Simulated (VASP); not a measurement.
# GaN in VASP: notebook

The runs below take GaN through single point, with PBE.

Everything below comes from runs of VASP 6.6.1. Logs are shortened: lines on timing, memory, paths and dates and some standing lists are left out, and cuts for length are marked.

### 1 The cell of the first run

The structure is cubic, space group Fm-3m (No. 225). The conventional cell has a = 4.217 Å, b = 4.217 Å, c = 4.217 Å, α = 90.00°, β = 90.00°, γ = 90.00°. Within 2.8 Å of Ga (site symmetry m-3m) lie 6 N at 2.11 Å. N (site symmetry m-3m) has 6 Ga at 2.11 Å within 2.8 Å.

### 2 Single point, PBE

File INCAR:

```
PREC     = Accurate       # precision mode
ENCUT    = 520            # plane-wave cutoff, eV
EDIFF    = 1E-6           # SCF threshold, eV
ISMEAR   = 0              # smearing method
SIGMA    = 0.01           # smearing width, eV
LREAL    = False          # projectors in reciprocal space
LASPH    = True           # aspherical terms in the spheres
NELM     = 60             # most SCF steps
ALGO     = Normal         # electronic algorithm
ISIF     = 2              # what is computed and relaxed
LWAVE    = False          # write WAVECAR
LCHARG   = True           # write CHGCAR
GGA      = PE             # functional
LELF     = True           # ELF
LVHAR    = True         
NBANDS   = 16             # bands
```

File KPOINTS:

```
regular mesh
0
Gamma
  6 6 6
```

File POSCAR:

```
GaN
1.0
    0.0000000000      2.1085153689      2.1085153689
    2.1085153689      0.0000000000      2.1085153689
    2.1085153689      2.1085153689      0.0000000000
Ga N
1 1
Direct
    0.5000000000      0.5000000000      0.5000000000
    0.0000000000      0.0000000000      0.0000000000
```

Potentials or basis: VASP PAW PBE potentials, release 64 (Ga_d, N).

Started as:

```console
cat potpaw_PBE.64/Ga_d/POTCAR potpaw_PBE.64/N/POTCAR > POTCAR
mpirun -np 1 vasp_std > vasp.out
```

OUTCAR:

```text
PREC = Accurate
   ENCUT = 520
   EDIFF = 1E-6
   ISMEAR = 0
   LREAL = False
   LASPH = True
   NELM = 60
   ISIF = 2
   GGA = PE

 ion  position               nearest neighbor table
   1  0.500  0.500  0.500-   2 2.11   2 2.11   2 2.11   2 2.11   2 2.11   2 2.11
   2  0.000  0.000  0.000-   1 2.11   1 2.11   1 2.11   1 2.11   1 2.11   1 2.11

  LATTYP: Found a face centered cubic cell.
 ALAT       =     4.2170307378

  Lattice vectors:

 A1 = (   0.0000000000,   2.1085153689,   2.1085153689)
 A2 = (   2.1085153689,   0.0000000000,   2.1085153689)
 A3 = (   2.1085153689,   2.1085153689,   0.0000000000)

Analysis of symmetry for initial positions (statically):
=====================================================================
 Subroutine PRICEL returns:
 Original cell was already a primitive cell.

 Routine SETGRP: Setting up the symmetry group for a
 face centered cubic supercell.

 Subroutine GETGRP returns: Found 48 space group operations
 (whereof 48 operations were pure point group operations)
 out of a pool of 48 trial point group operations.

The static configuration has the point symmetry O_h .

Analysis of symmetry for dynamics (positions and initial velocities):
=====================================================================
 Subroutine PRICEL returns:
 Original cell was already a primitive cell.

 Routine SETGRP: Setting up the symmetry group for a
 face centered cubic supercell.

 Subroutine GETGRP returns: Found 48 space group operations
 (whereof 48 operations were pure point group operations)
 out of a pool of 48 trial point group operations.

The dynamic configuration has the point symmetry O_h .

 Subroutine INISYM returns: Found 48 space group operations
 (whereof 48 operations are pure point group operations),
 and found     1 'primitive' translations

----------------------------------------------------------------------------------------

                                     Primitive cell

  volume of cell :      18.7482

  direct lattice vectors                    reciprocal lattice vectors
     0.000000000  2.108515369  2.108515369    -0.237133676  0.237133676  0.237133676
     2.108515369  0.000000000  2.108515369     0.237133676 -0.237133676  0.237133676
     2.108515369  2.108515369  0.000000000     0.237133676  0.237133676 -0.237133676

  length of vectors
     2.981891031  2.981891031  2.981891031     0.410727575  0.410727575  0.410727575

  position of ions in fractional coordinates (direct lattice)
     0.500000000  0.500000000  0.500000000
     0.000000000  0.000000000  0.000000000

  ion indices of the primitive-cell ions
   primitive index   ion index
                 1           1
                 2           2

----------------------------------------------------------------------------------------

 KPOINTS: regular mesh

Automatic generation of k-mesh.
 Grid dimensions read from file:
 generate k-points for:    6    6    6

 Generating k-lattice:

  Cartesian coordinates                     Fractional coordinates (reciprocal lattice)
    -0.039522279  0.039522279  0.039522279     0.166666667  0.000000000  0.000000000
     0.039522279 -0.039522279  0.039522279     0.000000000  0.166666667  0.000000000
     0.039522279  0.039522279 -0.039522279     0.000000000  0.000000000  0.166666667

  Length of vectors
     0.068454596  0.068454596  0.068454596

  Shift w.r.t. Gamma in fractional coordinates (k-lattice)
     0.000000000  0.000000000  0.000000000

 Subroutine IBZKPT returns following result:
 ===========================================

 Found     16 irreducible k-points:

 Following reciprocal coordinates:
            Coordinates               Weight
  0.000000  0.000000  0.000000      1.000000
  0.166667  0.000000  0.000000      8.000000
  0.333333  0.000000  0.000000      8.000000
  0.500000  0.000000  0.000000      4.000000
  0.166667  0.166667  0.000000      6.000000
  0.333333  0.166667  0.000000     24.000000
[... 8 lines left out ...]
 -0.333333  0.333333  0.166667     24.000000
 -0.333333  0.500000  0.166667     12.000000
   k-points           NKPTS =     16   k-points in BZ     NKDIM =     16   number of bands    NBANDS=     16
   number of dos      NEDOS =    301   number of ions     NIONS =      2
   total plane-waves  NPLWV =  13824
   dimension x,y,z NGX =    24 NGY =   24 NGZ =   24
   dimension x,y,z NGXF=    48 NGYF=   48 NGZF=   48
   ions per type =               1   1
   NGX,Y,Z   is equivalent  to a cutoff of  13.38, 13.38, 13.38 a.u.
   NGXF,Y,Z  is equivalent  to a cutoff of  26.76, 26.76, 26.76 a.u.
 SYSTEM =  unknown system
   PREC   = accura    normal or accurate (medium, high low for compatibility)
   ISTART =      0    job   : 0-new  1-cont  2-samecut
   ICHARG =      2    charge: 1-file 2-atom 10-const
   ISPIN  =      1    spin polarized calculation?
   LNONCOLLINEAR =      F non collinear calculations
   LSORBIT =      F    spin-orbit coupling
   LASPH  =      T    aspherical Exc in radial PAW
   ENCUT  =  520.0 eV  38.22 Ry    6.18 a.u.   5.54  5.54  5.54*2*pi/ulx,y,z
   NELM   =     60;   NELMIN=  2; NELMDL= -5     # of ELM steps
   EDIFF  = 0.1E-05   stopping-criterion for ELM
   LREAL  =      F    real-space projection
   EDIFFG = 0.1E-04   stopping-criterion for IOM
   NSW    =      0    number of steps for IOM
   IBRION =     -1    ionic relax: 0-MD 1-quasi-New 2-CG
   NFREE  =      0    steps in history (QN), initial steepest desc. (CG)
   ISIF   =      2    stress and relaxation
   ISYM   =      2    0-nonsym 1-usesym 2-fastsym
   POTIM  = 0.5000    time-step for ionic-motion
   TEBEG  =    0.0;   TEEND  =   0.0 temperature during run
   PSTRESS=    0.0 pullay stress
   NELECT =      18.0000    total number of electrons
   NUPDOWN=      -1.0000    fix difference up-down
   EMIN   =  10.00;   EMAX   =-10.00  energy-range for DOS
   EFERMI =   0.00;   METHOD = LEGACY
   ISMEAR =     0;   SIGMA  =   0.01  broadening in eV -4-tet -1-fermi 0-gaus
   EFERMI_NEDOS =   21; number of points for ismear=-14 and -15
   IALGO  =     38    algorithm
   IMIX   =      4    mixing-type and parameters
     AMIX     =   0.40;   BMIX     =  1.00
     AMIX_MAG =   1.60;   BMIX_MAG =  1.00
  volume/ion in A,a.u.               =       9.37        63.26
  Fermi-wavevector in a.u.,A,eV,Ry     =   1.615024  3.051952 35.488097  2.608302
  Thomas-Fermi vector in A             =   2.709838
   LORBIT       =      0    0 simple, 1 ext, 2 COOP (PROOUT), +10 PAW based schemes
   GGA     = PE    functional components
   LHFCALC =     F    Hartree Fock is set to
   AEXX    =    0.0000 exact exchange contribution
   IVDW    =     0    specifies the selected vdW correction
   LEPSILON=     F    determine dielectric tensor
   LRPA    =     F    only Hartree local field effects (RPA)
 non-spin polarized calculation
 Gauss-broadening in eV      SIGMA  =   0.01
  energy-cutoff  :      520.00
  volume of cell :       18.75
 maximum number of plane-waves:       531
 NGX is ok and might be reduce to    24
   NGX = 11   NGY = 11   NGZ = 11

 number of electron      18.0000008 magnetization

 Free energy of the ion-electron system (eV)
  ---------------------------------------------------
  ext. energy  EPLUGINS =         0.00000000
  ---------------------------------------------------
  free energy    TOTEN  =       -11.17247755 eV

  energy without entropy =      -11.17247755  energy(sigma->0) =      -11.17247755

 E-fermi :   8.0860     XC(G=0): -13.1173

 val. band max:        8.0032190389   @ k =  -0.1667   0.1667   0.0000
 cond. band min:       8.6184339936   @ k =   0.5000   0.5000   0.0000
 fundamental gap:      0.6152149548
 Fermi energy:         8.0859581875

 k-point     1 :       0.0000    0.0000    0.0000
  band No.  band energies     occupation
      1      -9.3803      2.00000
      2      -6.0091      2.00000
      3      -6.0091      2.00000
      4      -6.0091      2.00000
      5      -5.9128      2.00000
      6      -5.9128      2.00000
[... 8 lines left out ...]
     15      23.9028      0.00000
     16      23.9028      0.00000

 k-point     2 :       0.1667    0.0000    0.0000
  band No.  band energies     occupation
      1      -8.8433      2.00000
      2      -6.0299      2.00000
      3      -6.0074      2.00000
      4      -6.0074      2.00000
      5      -5.9225      2.00000
      6      -5.9225      2.00000
[... 8 lines left out ...]
     15      24.6243      0.00000
     16      24.6243      0.00000

 k-point     3 :       0.3333    0.0000    0.0000
  band No.  band energies     occupation
      1      -7.4277      2.00000
      2      -6.1127      2.00000
      3      -6.1127      2.00000
      4      -6.0746      2.00000
      5      -5.8300      2.00000
      6      -5.8300      2.00000
[... 8 lines left out ...]
     15      27.6368      0.00000
     16      27.6368      0.00000

 k-point     4 :       0.5000    0.0000    0.0000
  band No.  band energies     occupation
      1      -6.2252      2.00000
      2      -6.2111      2.00000
      3      -6.1704      2.00000
      4      -6.1704      2.00000
      5      -5.7772      2.00000
      6      -5.7772      2.00000
[... 8 lines left out ...]
     15      31.2168      0.00000
     16      31.2168      0.00000
[... 172 lines left out ...]
 k-point    14 :       0.5000    0.3333    0.1667
  band No.  band energies     occupation
      1      -7.4279      2.00000
      2      -6.0834      2.00000
      3      -6.0229      2.00000
      4      -5.9018      2.00000
      5      -5.8073      2.00000
      6      -4.8036      2.00000
[... 8 lines left out ...]
     15      30.0718      0.00000
     16      32.4248      0.00000

 k-point    15 :      -0.3333    0.3333    0.1667
  band No.  band energies     occupation
      1      -7.3131      2.00000
      2      -6.0806      2.00000
      3      -5.9897      2.00000
      4      -5.9814      2.00000
      5      -5.7580      2.00000
      6      -3.8845      2.00000
[... 8 lines left out ...]
     15      26.8088      0.00000
     16      34.1070      0.00000

 k-point    16 :      -0.3333    0.5000    0.1667
  band No.  band energies     occupation
      1      -7.5499      2.00000
      2      -6.1089      2.00000
      3      -5.9318      2.00000
      4      -5.8777      2.00000
      5      -5.7219      2.00000
      6      -3.1597      2.00000
[... 8 lines left out ...]
     15      29.8657      0.00000
     16      35.8385      0.00000

------------------------ aborting loop because EDIFF is reached ----------------------------------------

  FORCE on cell =-STRESS in cart. coord.  units (eV):
  Direction    XX          YY          ZZ          XY          YZ          ZX
  --------------------------------------------------------------------------------------
  -------------------------------------------------------------------------------------
  Total        1.0444631      1.0444631      1.0444631      0.0000000      0.0000000      0.0000000
  in kB       89.2572227     89.2572227     89.2572227      0.0000000      0.0000000      0.0000000
  external PRESSURE =      89.2572227 kB  Pullay stress =       0.0000000 kB

 VOLUME and BASIS-vectors are now :
 -----------------------------------------------------------------------------
  energy-cutoff  :      520.00
  volume of cell :       18.75
      direct lattice vectors                 reciprocal lattice vectors
     0.000000000  2.108515369  2.108515369    -0.237133676  0.237133676  0.237133676
     2.108515369  0.000000000  2.108515369     0.237133676 -0.237133676  0.237133676
     2.108515369  2.108515369  0.000000000     0.237133676  0.237133676 -0.237133676

 POSITION                                       TOTAL-FORCE (eV/Angst)
 -----------------------------------------------------------------------------------
      2.10852      2.10852      2.10852        -0.000000     -0.000000      0.000000
      0.00000      0.00000      0.00000         0.000000      0.000000     -0.000000
 -----------------------------------------------------------------------------------
    total drift:                                0.000000     -0.000000      0.000000

  FREE ENERGIE OF THE ION-ELECTRON SYSTEM (eV)
  ---------------------------------------------------
  free  energy   TOTEN  =       -11.1724775468 eV

  energy  without entropy=      -11.1724775468  energy(sigma->0) =      -11.17247755
```

Wall time 4.6 s (1 thread of AMD EPYC 9R45 (Zen 5), shared host); peak memory 0.1 GiB.

What came out:

- Free energy: -11.1725 eV
- Pressure: 8.9 GPa
- Band gap on the k mesh: 0.62 eV, indirect (least direct gap 2.83 eV)

Levels at points of the mesh, in eV from the valence-band top:
| k point | band 7 | band 8 | band 9 | band 10 | band 11 | band 12 |
| --- | --- | --- | --- | --- | --- | --- |
| (0.00, 0.00, 0.00) | -0.53 | -0.53 | -0.53 | 2.30 | 14.74 | 14.74 |
| (0.50, 0.00, 0.00) | -8.30 | -0.18 | -0.18 | 4.71 | 9.12 | 9.12 |
| (0.50, 0.50, 0.00) | -7.19 | -3.08 | -3.08 | 0.62 | 7.82 | 11.98 |

Caveat: the k points lie up to 0.43 Å⁻¹ apart. A k mesh can miss the band edges.

### 3 Single point, PBE (uniaxial x strain -4.0%)

File INCAR:

```
SYSTEM = GaN
  PREC = Accurate
  ENCUT = 520
  EDIFF = 1E-7
  ISMEAR = 0
  SIGMA = 0.01
  LREAL = .False.
  LASPH = .True.
  NELM = 100
  ALGO = Normal
  ISIF = 2
  LWAVE = .False.
  LCHARG = .False.
  GGA = PE
  NBANDS = 16
```

File KPOINTS:

```
regular mesh
0
Gamma
  6 6 6
  0 0 0
```

File POSCAR:

```
GaN
1.0
    0.0000000000      2.1085153689      2.1085153689
    2.0245964573      0.0000000000      2.1085153689
    2.0245964573      2.1085153689      0.0000000000
Ga N
1 1
Direct
    0.5000000000      0.5000000000      0.5000000000
    0.0000000000      0.0000000000      0.0000000000
```

Potentials or basis: VASP PAW PBE potentials, release 64 (Ga_d, N).

Started as:

```console
cat potpaw_PBE.64/Ga_d/POTCAR potpaw_PBE.64/N/POTCAR > POTCAR
mpirun -np 1 vasp_std > vasp.out
```

Wall time 6.9 s (1 thread of AMD EPYC 9R45 (Zen 5), shared host); peak memory 0.11 GiB.

It converged, with:

| Quantity | Value |
| --- | --- |
| Free energy | -11.0889 eV |
| Pressure | 20.7 GPa |
| Band gap on the k mesh | 0.61 eV, indirect (least direct gap 3.25 eV) |

Stress tensor (GPa, compression positive):
```
28.06  0.00  0.00
 0.00 17.06  0.00
 0.00  0.00 17.06
```

Levels at points of the mesh, in eV from the valence-band top:
```tsv
k point	band 7	band 8	band 9	band 10	band 11	band 12
(0.00, 0.00, 0.00)	-0.85	-0.46	-0.46	2.79	14.90	14.90
(0.50, 0.00, 0.00)	-8.52	-0.29	-0.08	4.84	8.93	9.87
(0.50, 0.50, 0.00)	-7.56	-3.44	-2.86	1.05	8.05	12.22
(0.00, 0.50, 0.50)	-7.44	-3.41	-3.41	0.62	7.54	12.73
```

Caveat: the k points lie up to 0.44 Å⁻¹ apart; the cell differs from its parent crystal (uniaxial x strain -4.0%). A k mesh can miss the band edges.

### 4 Single point, PBE (shear xy strain -2.0%)

File INCAR:

```
  PREC = Accurate
  ENCUT = 520
  EDIFF = 1E-6
  ISMEAR = 0
  SIGMA = 0.01
  LREAL = False
  LASPH = True
  NELM = 80
  ALGO = Normal
  ISIF = 2
  LWAVE = False
  LCHARG = False
  GGA = PE
  NBANDS = 16
```

File KPOINTS:

```
Automatic mesh
0
Gamma
  6 6 6
```

File POSCAR:

```
GaN
1.0
   -0.0212960052      2.1085153689      2.1085153689
    2.1085153689     -0.0212960052      2.1085153689
    2.0872193637      2.0872193637      0.0000000000
Ga N
1 1
Direct
    0.5000000000      0.5000000000      0.5000000000
    0.0000000000      0.0000000000      0.0000000000
```

Started as:

```console
cat potpaw_PBE.64/Ga_d/POTCAR potpaw_PBE.64/N/POTCAR > POTCAR
mpirun -np 1 vasp_std > vasp.out
```

Run time: 9.3 s. Hardware: 1 thread of AMD EPYC 9R45 (Zen 5), shared host; peak memory 0.11 GiB.

The run converged. Its results:

| Property | Result |
| --- | --- |
| Free energy | -11.1672 eV |
| Pressure | 9.0 GPa |
| Band gap on the k mesh | 0.51 eV, indirect (least direct gap 2.69 eV) |

Stress tensor (GPa, compression positive):
```
9.01 4.37 0.00
4.37 9.01 0.00
0.00 0.00 8.88
```

Levels at points of the mesh, in eV from the valence-band top:
```tsv
k point	band 5	band 6	band 7	band 8	band 9	band 10	band 11	band 12	band 13	band 14
(0.00, 0.00, 0.00)	-14.01	-14.00	-0.74	-0.62	-0.48	2.21	14.35	14.67	14.97	15.65
(0.50, 0.00, 0.00)	-13.88	-13.87	-8.48	-0.26	-0.18	4.74	9.10	9.25	9.37	16.41
(0.50, 0.50, 0.00)	-13.81	-11.08	-7.28	-3.36	-2.97	0.51	7.75	11.89	14.41	14.57
(0.00, 0.00, 0.50)	-13.87	-13.87	-8.31	-0.35	-0.28	4.49	8.82	8.97	9.41	16.23
(0.50, 0.00, 0.50)	-13.82	-11.08	-7.28	-3.16	-3.16	0.53	7.73	11.87	14.49	14.50
```

Caveat: the k points lie up to 0.43 Å⁻¹ apart; the cell differs from its parent crystal (shear xy strain -2.0%). A k mesh can miss the band edges.

### 5 Summary

```tsv
cell	gap on the mesh (eV)	pressure (GPa)
a = 2.982 Å, angles 60.0°, 2 atoms	0.62	8.9
a = 2.982, b = 2.923, c = 2.923 Å, angles 61.3, 59.3, 59.3°, 2 atoms	0.61	20.7
a = 2.982, b = 2.982, c = 2.952 Å, angles 60.3, 60.3, 60.7°, 2 atoms	0.51	9.0
```

Alike in all rows: task single point; level PBE; potentials or basis VASP PAW PBE potentials, release 64 (Ga_d, N); no spin polarisation; k mesh 6 × 6 × 6; cutoff (eV) 520; smearing gaussian 0.01 eV.

Caveats: all runs use coarse meshes.

Total energies depend on the potentials used, so only differences within one code and one set of settings carry meaning.
